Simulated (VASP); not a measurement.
Input of a VASP 6.6.1 run:

INCAR

```
PREC = Accurate
ENCUT = 520
EDIFF = 1E-6
ISMEAR = -1
SIGMA = 0.1
LREAL = False
LASPH = True
NELM = 60
ALGO = Normal
ISIF = 2
LWAVE = False
LCHARG = False
GGA = CA
NBANDS = 12
```

KPOINTS

```
Automatic mesh
0
Gamma
  13 13 13
```

Contents of POSCAR:

```
Y
1.0
   -1.9571968573      1.9571968573      1.9571968573
    1.9571968573     -1.9571968573      1.9571968573
    1.9571968573      1.9571968573     -1.9571968573
Y
1
Direct
    0.0000000000      0.0000000000      0.0000000000
```

Potentials or basis: VASP PAW LDA potentials, release 64 (Y_sv).

Launch:

```console
$ cat potpaw_LDA.64/Y_sv/POTCAR > POTCAR
$ mpirun -np 1 vasp_std > vasp.out
```

**Question.** What does it give for the pressure?

**Answer.** -0.1 GPa.

**Question.** Estimate the band gap on the k mesh.

**Answer.** Zero (an odd number of electrons rules out a gap without spin polarisation).
